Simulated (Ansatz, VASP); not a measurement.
## Al2O3 in VASP and in Ansatz

```
Al O
1.0
     3.13818    0.00000    0.00000
    -1.56909    2.71775    0.00000
     0.00000    0.00000    7.27165
Al O
2 3
Direct
  0.00000 0.00000 0.27795
  0.00000 0.00000 0.72205
  0.33333 0.66667 0.19945
  0.66667 0.33333 0.80055
  0.00000 0.00000 0.50000
```

Change from the starting cell: strain +0.040 along x and y, -0.040 along z, atoms carried along.

Alike in both runs: task single point; functional LDA; k mesh 12 × 12 × 4; occupations gaussian, width 0.05 eV; no spin polarisation.

|  | VASP | Ansatz |
| --- | --- | --- |
| version | VASP 6.6.1 | Ansatz 0.2.0 |
| potentials or method | VASP PAW LDA potentials, release 64 (Al, O), cutoff 520 eV | scalar-relativistic, plane waves, PAW |
| valence electrons in the cell | 24 | 24 |

|  | VASP | Ansatz | Ansatz less VASP |
| --- | --- | --- | --- |
| gap on the k mesh at the Fermi level (eV) | 2.69 | 2.71 | +0.025 |
| least direct gap on the mesh (eV) | 2.69 | 2.71 | +0.025 |
| pressure (GPa) | -9.1 | -9.9 | -0.76 |
| traceless stress, the component that is largest in VASP (GPa) | 23.44 | 22.47 | -0.968 |
| rms of the force components (eV/Å) | 0.975 | 0.910 | -0.0654 |

LDA's correlation is that of Perdew and Zunger in VASP and of Perdew and Wang (1992) in Ansatz. Atom by atom the forces differ by 0.070 eV/Å (rms over components).
